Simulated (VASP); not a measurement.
# BiH4 (P4/mmm) in VASP: a series of runs, part 3 of 4

VASP 6.6.1. The steps go on from the part before.

**4. Relaxation of cell and atoms, PBE**

This run uses another cell than the first one, of 12.21 Å³/atom.

INCAR reads:

```
SYSTEM = BiH4
PREC = Accurate
ENCUT = 600
EDIFF = 1E-6
ISMEAR = 0
SIGMA = 0.1
LREAL = .False.
LASPH = .True.
NELM = 100
ALGO = Normal
ISIF = 3
LWAVE = .False.
LCHARG = .False.
GGA = PE
IBRION = 2
NSW = 90
EDIFFG = -0.04
```

KPOINTS reads:

```
Automatic mesh
0
Gamma
  6 6 4
  0 0 0
```

POSCAR reads:

```
BiH4
1.0
    3.4664442800      0.0000000000      0.0000000000
    0.0000000000      3.4664442800      0.0000000000
    0.0000000000      0.0000000000      5.0802426700
Bi H
1 4
Direct
    0.0000000000      0.0000000000      0.0000000000
    0.0000000000      0.0000000000      0.5000000000
    0.5000000000      0.5000000000      0.0000000000
    0.0000000000      0.5000000000      0.5000000000
    0.5000000000      0.0000000000      0.5000000000
```

Potentials or basis: VASP PAW PBE potentials, release 64 (Bi_d, H).

The run is started by

```bash
$ cat potpaw_PBE.64/Bi_d/POTCAR potpaw_PBE.64/H/POTCAR > POTCAR
$ mpirun -np 1 vasp_std > vasp.out
```

OUTCAR:

```text
SYSTEM = BiH4
   PREC = Accurate
   ENCUT = 600
   EDIFF = 1E-6
   ISMEAR = 0
   LREAL = .False.
   LASPH = .True.
   NELM = 100
   ISIF = 3
   GGA = PE
   IBRION = 2
   NSW = 90
   EDIFFG = -0.04

 ion  position               nearest neighbor table
   1  0.000  0.000  0.000-
   2  0.000  0.000  0.500-
   3  0.500  0.500  0.000-
   4  0.000  0.500  0.500-
   5  0.500  0.000  0.500-

  LATTYP: Found a simple tetragonal cell.
 ALAT       =     3.4664442800
 C/A-ratio  =     1.4655486313

  Lattice vectors:

 A1 = (   3.4664442800,   0.0000000000,   0.0000000000)
 A2 = (   0.0000000000,   3.4664442800,   0.0000000000)
 A3 = (   0.0000000000,   0.0000000000,   5.0802426700)

Analysis of symmetry for initial positions (statically):
=====================================================================
 Subroutine PRICEL returns:
 Original cell was already a primitive cell.

 Routine SETGRP: Setting up the symmetry group for a
 simple tetragonal supercell.

 Subroutine GETGRP returns: Found 16 space group operations
 (whereof 16 operations were pure point group operations)
 out of a pool of 16 trial point group operations.

The static configuration has the point symmetry D_4h.

Analysis of symmetry for dynamics (positions and initial velocities):
=====================================================================
 Subroutine PRICEL returns:
 Original cell was already a primitive cell.

 Routine SETGRP: Setting up the symmetry group for a
 simple tetragonal supercell.

 Subroutine GETGRP returns: Found 16 space group operations
 (whereof 16 operations were pure point group operations)
 out of a pool of 16 trial point group operations.

The dynamic configuration has the point symmetry D_4h.

 Subroutine INISYM returns: Found 16 space group operations
 (whereof 16 operations are pure point group operations),
 and found     1 'primitive' translations

----------------------------------------------------------------------------------------

                                     Primitive cell

  volume of cell :      61.0454

  direct lattice vectors                    reciprocal lattice vectors
     3.466444280  0.000000000  0.000000000     0.288480044  0.000000000  0.000000000
     0.000000000  3.466444280  0.000000000     0.000000000  0.288480044  0.000000000
     0.000000000  0.000000000  5.080242670     0.000000000  0.000000000  0.196840991

  length of vectors
     3.466444280  3.466444280  5.080242670     0.288480044  0.288480044  0.196840991

  position of ions in fractional coordinates (direct lattice)
     0.000000000  0.000000000  0.000000000
     0.000000000  0.000000000  0.500000000
     0.500000000  0.500000000  0.000000000
     0.000000000  0.500000000  0.500000000
     0.500000000  0.000000000  0.500000000

  ion indices of the primitive-cell ions
   primitive index   ion index
                 1           1
                 2           2
                 3           3
                 4           4
                 5           5

----------------------------------------------------------------------------------------

 KPOINTS: Automatic mesh

Automatic generation of k-mesh.
 Grid dimensions read from file:
 generate k-points for:    6    6    4

 Generating k-lattice:

  Cartesian coordinates                     Fractional coordinates (reciprocal lattice)
     0.048080007  0.000000000  0.000000000     0.166666667  0.000000000  0.000000000
     0.000000000  0.048080007  0.000000000     0.000000000  0.166666667  0.000000000
     0.000000000  0.000000000  0.049210248     0.000000000  0.000000000  0.250000000

  Length of vectors
     0.048080007  0.048080007  0.049210248

  Shift w.r.t. Gamma in fractional coordinates (k-lattice)
     0.000000000  0.000000000  0.000000000

 Subroutine IBZKPT returns following result:
 ===========================================

 Found     30 irreducible k-points:

 Following reciprocal coordinates:
            Coordinates               Weight
  0.000000  0.000000  0.000000      1.000000
  0.166667  0.000000  0.000000      4.000000
  0.333333  0.000000  0.000000      4.000000
  0.500000  0.000000  0.000000      2.000000
  0.166667  0.166667  0.000000      4.000000
  0.333333  0.166667  0.000000      8.000000
[... 16 lines left out ...]
  0.333333  0.000000  0.500000      4.000000
  0.500000  0.000000  0.500000      2.000000
 [... further k-points ...]
   k-points           NKPTS =     30   k-points in BZ     NKDIM =     30   number of bands    NBANDS=     13
   number of dos      NEDOS =    301   number of ions     NIONS =      5
   total plane-waves  NPLWV =  32928
   dimension x,y,z NGX =    28 NGY =   28 NGZ =   42
   dimension x,y,z NGXF=    56 NGYF=   56 NGZF=   84
   ions per type =               1   4
   NGX,Y,Z   is equivalent  to a cutoff of  13.43, 13.43, 13.74 a.u.
   NGXF,Y,Z  is equivalent  to a cutoff of  26.86, 26.86, 27.49 a.u.
 SYSTEM =  BiH4
   PREC   = accura    normal or accurate (medium, high low for compatibility)
   ISTART =      0    job   : 0-new  1-cont  2-samecut
   ICHARG =      2    charge: 1-file 2-atom 10-const
   ISPIN  =      1    spin polarized calculation?
   LNONCOLLINEAR =      F non collinear calculations
   LSORBIT =      F    spin-orbit coupling
   LASPH  =      T    aspherical Exc in radial PAW
   ENCUT  =  600.0 eV  44.10 Ry    6.64 a.u.   6.92  6.92 10.15*2*pi/ulx,y,z
   NELM   =    100;   NELMIN=  2; NELMDL= -5     # of ELM steps
   EDIFF  = 0.1E-05   stopping-criterion for ELM
   LREAL  =      F    real-space projection
   EDIFFG = -.4E-01   stopping-criterion for IOM
   NSW    =     90    number of steps for IOM
   IBRION =      2    ionic relax: 0-MD 1-quasi-New 2-CG
   NFREE  =      1    steps in history (QN), initial steepest desc. (CG)
   ISIF   =      3    stress and relaxation
   ISYM   =      2    0-nonsym 1-usesym 2-fastsym
   POTIM  = 0.5000    time-step for ionic-motion
   TEBEG  =    0.0;   TEEND  =   0.0 temperature during run
   PSTRESS=    0.0 pullay stress
   NELECT =      19.0000    total number of electrons
   NUPDOWN=      -1.0000    fix difference up-down
   EMIN   =  10.00;   EMAX   =-10.00  energy-range for DOS
   EFERMI =   0.00;   METHOD = LEGACY
   ISMEAR =     0;   SIGMA  =   0.10  broadening in eV -4-tet -1-fermi 0-gaus
   EFERMI_NEDOS =   21; number of points for ismear=-14 and -15
   IALGO  =     38    algorithm
   IMIX   =      4    mixing-type and parameters
     AMIX     =   0.40;   BMIX     =  1.00
     AMIX_MAG =   1.60;   BMIX_MAG =  1.00
  volume/ion in A,a.u.               =      12.21        82.39
  Fermi-wavevector in a.u.,A,eV,Ry     =   1.109452  2.096560 16.747181  1.230883
  Thomas-Fermi vector in A             =   2.245991
   LORBIT       =      0    0 simple, 1 ext, 2 COOP (PROOUT), +10 PAW based schemes
   GGA     = PE    functional components
   LHFCALC =     F    Hartree Fock is set to
   AEXX    =    0.0000 exact exchange contribution
   IVDW    =     0    specifies the selected vdW correction
   LEPSILON=     F    determine dielectric tensor
   LRPA    =     F    only Hartree local field effects (RPA)
 conjugate gradient relaxation of ions
 non-spin polarized calculation
 Gauss-broadening in eV      SIGMA  =   0.10
  energy-cutoff  :      600.00
  volume of cell :       61.05
 maximum number of plane-waves:      2058
 NGX is ok and might be reduce to    28
   NGX = 13   NGY = 13   NGZ = 21

--------------------------------------- Ionic step        1  -------------------------------------------

 number of electron      18.9999998 magnetization

 Free energy of the ion-electron system (eV)
  ---------------------------------------------------
  ext. energy  EPLUGINS =         0.00000000
  ---------------------------------------------------
  free energy    TOTEN  =       -11.90976368 eV

  energy without entropy =      -11.89762699  energy(sigma->0) =      -11.90369533

------------------------ aborting loop because EDIFF is reached ----------------------------------------

  FORCE on cell =-STRESS in cart. coord.  units (eV):
  Direction    XX          YY          ZZ          XY          YZ          ZX
  --------------------------------------------------------------------------------------
  -------------------------------------------------------------------------------------
  Total       -3.1701219     -3.1701219     -3.5109322      0.0000000     -0.0000000      0.0000000
  in kB      -83.2019765    -83.2019765    -92.1467710      0.0000000     -0.0000000      0.0000000
  external PRESSURE =     -86.1835747 kB  Pullay stress =       0.0000000 kB
[... 1044 lines left out ...]
  energy  without entropy=      -12.3874396795  energy(sigma->0) =      -12.39160882

--------------------------------------- Ionic step        8  -------------------------------------------

 number of electron      19.0000000 magnetization

 Free energy of the ion-electron system (eV)
  ---------------------------------------------------
  ext. energy  EPLUGINS =         0.00000000
  ---------------------------------------------------
  free energy    TOTEN  =       -12.40654638 eV

  energy without entropy =      -12.39730263  energy(sigma->0) =      -12.40192451

 E-fermi :   5.2550     XC(G=0):  -9.9597

 val. band max:        5.2215307118   @ k =   0.3333   0.3333   0.2500
 cond. band min:       5.2828063093   @ k =   0.1667   0.0000   0.5000
 fundamental gap:      0.0612755975
 Fermi energy:         5.2549955412

 k-point     1 :       0.0000    0.0000    0.0000
  band No.  band energies     occupation
      1     -18.4887      2.00000
      2     -18.3613      2.00000
      3     -18.1888      2.00000
      4     -18.1888      2.00000
      5     -18.1870      2.00000
      6      -8.8346      2.00000
      7      -0.6711      2.00000
      8       2.8795      2.00000
      9       5.1085      1.96170
     10       6.1762      0.00000
     11       7.5016      0.00000
     12       7.5016      0.00000
[... 401 lines left out ...]
  FREE ENERGIE OF THE ION-ELECTRON SYSTEM (eV)
  ---------------------------------------------------
  free  energy   TOTEN  =       -12.4065463839 eV

  energy  without entropy=      -12.3973026302  energy(sigma->0) =      -12.40192451

 reached required accuracy - stopping structural energy minimisation
```

OSZICAR:

```text
N       E                     dE             d eps       ncg     rms          rms(c)
DAV:   1     0.129393567332E+03    0.12939E+03   -0.10108E+04   785   0.160E+03
DAV:   2    -0.361422909006E+01   -0.13301E+03   -0.13118E+03   825   0.386E+02
DAV:   3    -0.124026386095E+02   -0.87884E+01   -0.85883E+01  1010   0.103E+02
DAV:   4    -0.126168396012E+02   -0.21420E+00   -0.21374E+00   862   0.177E+01
[... 73 lines left out ...]
DAV:   4    -0.124065001559E+02    0.37828E-04   -0.21770E-03   798   0.581E-01    0.585E-02
DAV:   5    -0.124065400353E+02   -0.39879E-04   -0.38595E-04   865   0.262E-01    0.291E-02
DAV:   6    -0.124065489145E+02   -0.88793E-05   -0.41343E-05   989   0.653E-02    0.698E-03
DAV:   7    -0.124065461533E+02    0.27612E-05   -0.53190E-06   825   0.255E-02    0.266E-03
DAV:   8    -0.124065463839E+02   -0.23062E-06   -0.57444E-07   390   0.851E-03
   8 F= -.12406546E+02 E0= -.12401925E+02  d E =-.107684E-01
```

It took 1.7 min on 1 thread of Intel Xeon Platinum 8488C (Sapphire Rapids), shared host; peak memory 0.2 GiB.

What came out:

```
Free energy                           : -12.4065 eV
Relaxed volume                        : 9.59 Å³/atom
Relaxed cell                          : a = 3.300 Å, b = 3.300 Å, c = 4.404 Å, α = 90.00°, β = 90.00°, γ = 90.00°
Space group after relaxing (to 0.1 Å) : P4/mmm (No. 123)
Energy gained by relaxing             : 99.4 meV/atom
Ionic steps                           : 8
Pressure after relaxing               : 0.3 GPa
Band gap on the k mesh                : zero (an odd number of electrons rules out a gap without spin polarisation)
```

The path:
| step | energy change (eV) | largest force (eV/Å) | pressure (GPa) | volume (Å³) |
| --- | --- | --- | --- | --- |
| 1 | 0.0000 | 0.0000 | -8.62 | 61.05 |
| 2 | -0.2615 | 0.0000 | -5.99 | 55.42 |
| 3 | -0.4046 | 0.0000 | -0.93 | 49.58 |
| 4 | -0.4079 | 0.0000 | 0.50 | 48.48 |
| 5 | -0.4601 | 0.0000 | 0.92 | 47.70 |
| 6 | -0.4840 | 0.0000 | 1.67 | 47.00 |
| 7 | -0.4860 | 0.0000 | 2.11 | 46.69 |
| 8 | -0.4968 | 0.0000 | 0.30 | 47.97 |

Final structure:
```xyz
5
Lattice="3.3000 0.0000 0.0000 0.0000 3.3000 0.0000 0.0000 0.0000 4.4044" Properties=species:S:1:pos:R:3 pbc="T T T"
Bi    3.3000    0.0000    0.0000
H     3.3000    0.0000    2.2022
H     1.6500    1.6500    4.4044
H     0.0000    1.6500    2.2022
H     1.6500    0.0000    2.2022
```

Caveat: the volume moved by over 15 % at a fixed basis, so the end points are rough; spin-orbit coupling is left out, which moves the levels of the heavy elements.

**5. Single point, PBE**

This run uses another cell than the first one, of 9.68 Å³/atom.

INCAR reads:

```
SYSTEM = BiH4
ALGO = Normal ; EDIFF = 1E-7
ENCUT = 520 ; GGA = PE
ISIF = 2 ; ISMEAR = 0
LASPH = .True. ; LCHARG = .False.
LREAL = .False. ; LWAVE = .False.
NBANDS = 18 ; NELM = 60
PREC = Accurate ; SIGMA = 0.1
```

KPOINTS reads:

```
k-points
0
Gamma
  12 12 8
  0 0 0
```

Edit POSCAR of step 4 so:

```diff
@@ -2,5 +2,5 @@
 1.0
-    3.4664442800      0.0000000000      0.0000000000
-    0.0000000000      3.4664442800      0.0000000000
-    0.0000000000      0.0000000000      5.0802426700
+    3.3285792042      0.0000000000      0.0000000000
+    0.0000000000      3.3285792042      0.0000000000
+    0.0000000000      0.0000000000      4.3682901481
 Bi H
```

Potentials or basis: VASP PAW PBE potentials, release 64 (Bi_d, H).

The run is started by

```bash
$ cat potpaw_PBE.64/Bi_d/POTCAR potpaw_PBE.64/H/POTCAR > POTCAR
$ mpirun -np 1 vasp_std > vasp.out
```

OUTCAR:

```text
SYSTEM = BiH4
   EDIFF = 1E-7
   ENCUT = 520
   GGA = PE
   ISIF = 2
   ISMEAR = 0
   LASPH = .True.
   LREAL = .False.
   NELM = 60
   PREC = Accurate

 ion  position               nearest neighbor table
   1  0.000  0.000  0.000-   2 2.18   2 2.18   3 2.35   3 2.35   3 2.35   3 2.35
   2  0.000  0.000  0.500-   1 2.18   1 2.18
   3  0.500  0.500  0.000-   1 2.35   1 2.35   1 2.35   1 2.35
   4  0.000  0.500  0.500-
   5  0.500  0.000  0.500-

[... 708 lines left out ...]
  --------------------------------------------------------------------------------------
  -------------------------------------------------------------------------------------
  Total       -0.0453027     -0.0453027     -0.0519691      0.0000000      0.0000000      0.0000000
  in kB       -1.4997037     -1.4997037     -1.7203884      0.0000000      0.0000000      0.0000000
  external PRESSURE =      -1.5732653 kB  Pullay stress =       0.0000000 kB

 VOLUME and BASIS-vectors are now :
 -----------------------------------------------------------------------------
  energy-cutoff  :      520.00
  volume of cell :       48.40
      direct lattice vectors                 reciprocal lattice vectors
     3.328579204  0.000000000  0.000000000     0.300428483  0.000000000  0.000000000
     0.000000000  3.328579204  0.000000000     0.000000000  0.300428483  0.000000000
     0.000000000  0.000000000  4.368290148     0.000000000  0.000000000  0.228922523

 POSITION                                       TOTAL-FORCE (eV/Angst)
 -----------------------------------------------------------------------------------
      0.00000      0.00000      0.00000         0.000000      0.000000      0.000000
      0.00000      0.00000      2.18415         0.000000      0.000000      0.000000
      1.66429      1.66429      0.00000         0.000000      0.000000      0.000000
      0.00000      1.66429      2.18415         0.000000      0.000000      0.000000
      1.66429      0.00000      2.18415         0.000000      0.000000      0.000000
 -----------------------------------------------------------------------------------
    total drift:                               -0.000000     -0.000000     -0.000000

  FREE ENERGIE OF THE ION-ELECTRON SYSTEM (eV)
  ---------------------------------------------------
  free  energy   TOTEN  =       -12.4125614581 eV

  energy  without entropy=      -12.4071079642  energy(sigma->0) =      -12.40983471
```

Wall time 96 s (1 thread of Intel Xeon Platinum 8488C (Sapphire Rapids), shared host); peak memory 0.24 GiB.

What came out:

```
Free energy            : -12.4126 eV
Pressure               : -0.2 GPa
Band gap on the k mesh : zero (an odd number of electrons rules out a gap without spin polarisation)
```

Levels at points of the mesh, in eV from the Fermi level:
```
           k point  band 6  band 7  band 8  band 9  band 10  band 11  band 12  band 13
(0.00, 0.00, 0.00)  -13.91   -5.65   -2.16   -0.19     0.89     2.22     2.22     4.90
(0.50, 0.00, 0.00)  -11.87   -7.51   -3.67   -1.63    -0.38     3.14     4.21     4.85
(0.50, 0.50, 0.00)  -10.11   -4.67   -4.67   -3.30    -1.30     0.75     0.75     1.31
(0.00, 0.00, 0.50)  -13.14   -9.16    0.12    0.99     2.76     2.76     3.22     4.44
(0.50, 0.00, 0.50)  -11.02   -7.46   -6.86   -3.27     2.97     4.17     4.78     6.29
(0.50, 0.50, 0.50)   -9.31   -5.44   -3.11   -3.06    -3.06    -2.29    -2.29     4.40
```

Caveat: spin-orbit coupling is left out, which moves the levels of the heavy elements.

[end of part 3 of 4]
